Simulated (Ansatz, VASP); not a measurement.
# Two plane-wave programs on Si3Ag

```
Si Ag
1.0
    -2.57220    2.57220    2.57220
     2.57220   -2.57220    2.57220
     2.57220    2.57220   -2.57220
Si Ag
3 1
Cartesian
  2.5722 0.0000 0.0000
  0.0000 2.5722 0.0000
  0.0000 0.0000 2.5722
  0.0000 0.0000 0.0000
```

Alike in both runs: task relaxation of cell and atoms; functional PBE; k mesh 12 × 12 × 12; occupations gaussian, width 0.1 eV; no spin polarisation.

|  | VASP | Ansatz |
| --- | --- | --- |
| version | VASP 6.6.1 | Ansatz 0.2.0 |
| potentials or method | VASP PAW PBE potentials, release 64 (Si, Ag), cutoff 600 eV | scalar-relativistic, plane waves, PAW |
| valence electrons in the cell | 23 | 31 |

```tsv
	VASP	Ansatz	Ansatz less VASP
gap on the k mesh at the Fermi level, each at its own relaxed structure (eV)	none	none	-
relaxed volume (Å³/atom)	17.07	17.06	-0.006
relaxed length of the cell vector where the two differ most in proportion (Å)	4.459	4.459	-0.0005
```

A gap of «none» marks a metal or a gap that the smearing closes. VASP's potentials hold 23 valence electrons a cell and Ansatz's 31, so a difference there can come from the potentials and not from the codes.
